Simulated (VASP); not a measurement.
Input of a VASP 6.6.1 run:

Contents of INCAR:

```
SYSTEM = Cl
  PREC = Accurate
  ENCUT = 520
  EDIFF = 1E-7
  ISMEAR = -1
  SIGMA = 0.05
  LREAL = .False.
  LASPH = .True.
  NELM = 80
  ALGO = Normal
  ISIF = 2
  LWAVE = .False.
  LCHARG = .False.
  NBANDS = 10
```

The input KPOINTS:

```
Automatic mesh
0
Gamma
  16 16 16
  0 0 0
```

POSCAR

```
Cl
1.0
    1.6610572642      1.6610572642      1.6610572642
   -1.6610572642      1.6610572642      1.6610572642
   -1.6610572642     -1.6610572642      1.6610572642
Cl
1
Direct
    0.0000000000      0.0000000000      0.0000000000
```

Potentials or basis: VASP PAW LDA potentials, release 64 (Cl).

The run is started by

```bash
$ cat potpaw_LDA.64/Cl/POTCAR > POTCAR
$ mpirun -np 1 vasp_std > vasp.out
```

Task: Predict the pressure.

Result: -0.1 GPa.

Caveat: an odd number of electrons without spin polarisation forces a metal; a magnetic or distorted state may lie lower.
